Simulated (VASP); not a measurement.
Write the native input for VASP 6.6.1 that does the following.

```yaml
Task: single point
Functional: PBE
Potentials_or_basis: VASP PAW PBE potentials, release 64 (C)
Cutoff: 600 eV
k_mesh: 17 × 17 × 9
Occupations: fermi-dirac, width 0.03 eV
Spin: no spin polarisation
Dipole_correction: no
Further_INCAR_settings: ALGO = Normal; EDIFF = 1e-06; NBANDS = 11
```

The structure of C lies in POSCAR:

```
C
1.0
    2.1719796404      0.0000000000      0.0000000000
   -1.0859898202      1.8809895451      0.0000000000
    0.0000000000      0.0000000000      3.6109407222
C
2
Direct
    0.3333333333      0.6666666667      0.2500000000
    0.6666666667      0.3333333333      0.7500000000
```

This cell differs from its parent crystal: volume scaled by 1.06.

The input as run:

INCAR

```
ALGO = Normal
EDIFF = 1E-6
ENCUT = 600
GGA = PE
GGA_COMPAT = F
ISIF = 2
ISMEAR = -1
LASPH = T
LCHARG = T
LELF = T
LREAL = F
LVHAR = T
LWAVE = F
NBANDS = 11
NELM = 120
PREC = Accurate
SIGMA = 0.03
```

KPOINTS

```
k-points
0
Gamma
  17 17 9
```

Potentials or basis: VASP PAW PBE potentials, release 64 (C).

The run is started by

```sh
$ cat potpaw_PBE.64/C/POTCAR > POTCAR
$ mpirun -np 1 vasp_std > vasp.out
```

Results of the run:

```
Pressure               : -8.1 GPa
Band gap on the k mesh : zero (band 4 reaches 13.90 eV, above the bottom of band 5 at 3.64 eV)
```

Run time: 42 s on 1 thread of AMD EPYC 7R13, with other jobs on the host, peak memory 0.11 GiB.
